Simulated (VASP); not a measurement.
Na:

```
Na
1.0
     3.33871    0.00000    0.00000
    -1.66936    2.89141    0.00000
     0.00000    0.00000   20.77969
Na
8
Direct
  0.33333 0.66667 0.75000
  0.66667 0.33333 0.87500
  0.00000 0.00000 0.00000
  0.33333 0.66667 0.12500
  0.66667 0.33333 0.25000
  0.33333 0.66667 0.37500
  0.00000 0.00000 0.50000
  0.66667 0.33333 0.62500
```

The cell was generated, and may not be a known phase.

- Program: VASP 6.6.1
- Task: relaxation of cell and atoms
- Functional: PBE
- Potentials or basis: VASP PAW PBE potentials, release 64 (Na_pv)
- Cutoff: 600 eV
- k mesh: 6 × 6 × 1
- Occupations: gaussian, width 0.1 eV
- Spin: no spin polarisation

At the start: pressure 6.2 GPa; volume 25.07 Å³/atom.

Task: How do energy, volume and symmetry change on relaxing?

Result: Over 4 steps the energy falls by 168.9 meV/atom and the volume is 36.23 Å³/atom (+44.5 %); space group P6_3/mmc (No. 194, to 0.1 Å) before and after.

The path:
| step | energy change (eV) | largest force (eV/Å) | pressure (GPa) | volume (Å³) |
| --- | --- | --- | --- | --- |
| 1 | 0.0000 | 0.0012 | 6.23 | 200.60 |
| 2 | -0.8392 | 0.0006 | 3.12 | 230.26 |
| 3 | -1.3173 | 0.0002 | 0.63 | 274.66 |
| 4 | -1.3509 | 0.0002 | 0.10 | 289.88 |

Final structure:
```
Na
1.0
     3.76082    0.00000    0.00000
    -1.88041    3.25697    0.00000
     0.00000    0.00000   23.66553
Na
8
Direct
  0.33333 0.66667 0.75000
  0.66667 0.33333 0.87501
  0.00000 0.00000 0.00000
  0.33333 0.66667 0.12499
  0.66667 0.33333 0.25000
  0.33333 0.66667 0.37501
  0.00000 0.00000 0.50000
  0.66667 0.33333 0.62499
```

Caveat: the k points lie up to 0.32 Å⁻¹ apart in the final cell, too coarse for converged energies and pressures of a metal; the volume moved by over 15 % at a fixed basis, so the end points are rough.
